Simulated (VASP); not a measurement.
A run of VASP 6.6.1 is set up as follows.

The input INCAR:

```
ALGO = Fast ; EDIFF = 1E-7
ENCUT = 520 ; GGA = PE
ISIF = 2 ; ISMEAR = 0
ISYM = 0 ; LASPH = T
LCHARG = F ; LREAL = Auto
LWAVE = F ; NBANDS = 99
NELM = 80 ; PREC = Accurate
SIGMA = 0.1
```

File KPOINTS:

```
Automatic mesh
0
Gamma
  2 2 2
  0.5 0.5 0.5
```

The input POSCAR:

```
In5Ga3CuBi2Sb5
1.0
   -4.8049666229      4.8969321461     -4.4541392580
    4.6443292703      4.9345459859      4.6523904505
    4.7796879212     -5.0951833386     -4.6271117488
Cu Ga In Sb Bi
1 3 5 5 2
Direct
    0.2389557151      0.1083618161      0.8507544606
    0.5293570280      0.7703082004      0.7349959968
    0.7070061737      0.9026424420      0.1419512523
    0.4480513334      0.5057311806      0.0033926919
    0.5019384509      0.9799767593      0.3859644673
    0.7437789345      0.5338103100      0.7696634268
    0.5614136604      0.3230048275      0.2655994846
    0.0506863998      0.0415837496      0.0805979630
    0.6719001961      0.1967256469     -0.0629645615
    0.9697849795      0.2722806873      0.7785610675
    0.2968837968      0.1800858754      0.5852674742
   -0.0173017663      0.3311880420      0.4451694913
    0.8186274639      0.8186430323      0.5848997986
    0.2921357073      0.5596301987      0.2984899059
   -0.0545029869      0.6945495466      0.2693463353
    0.2417878794      0.7743353858     -0.1274718629
```

Potentials or basis: VASP PAW PBE potentials, release 64 (Cu, Ga_d, In_d, Sb, Bi_d).

Launch:

```bash
$ cat potpaw_PBE.64/Cu/POTCAR potpaw_PBE.64/Ga_d/POTCAR potpaw_PBE.64/In_d/POTCAR potpaw_PBE.64/Sb/POTCAR potpaw_PBE.64/Bi_d/POTCAR > POTCAR
$ mpirun -np 1 vasp_std > vasp.out
```

Problem. What does it give for the band gap on the k mesh?

Solution. Zero (bands 85 and 86 overlap by 0.20 eV).

Problem. Estimate the largest force.

Solution. 0.046 eV/Å.

Forces on the atoms (eV/Å):
```
Cu  -0.023  0.028 -0.002
Ga  -0.001 -0.019  0.008
Ga   0.016 -0.021  0.038
Ga   0.013 -0.001 -0.007
In  -0.023 -0.009 -0.014
In  -0.011 -0.008  0.003
In   0.017 -0.022  0.006
In   0.006 -0.016 -0.020
In   0.011  0.012  0.010
Sb   0.023 -0.011  0.007
Sb   0.011  0.016  0.033
Sb  -0.019  0.017 -0.022
Sb  -0.020  0.013 -0.027
Sb   0.019  0.006  0.014
Bi  -0.019  0.007 -0.013
Bi  -0.001  0.009 -0.016
```

Caveat: the k points lie up to 0.47 Å⁻¹ apart; spin-orbit coupling is left out, which moves the levels of the heavy elements.
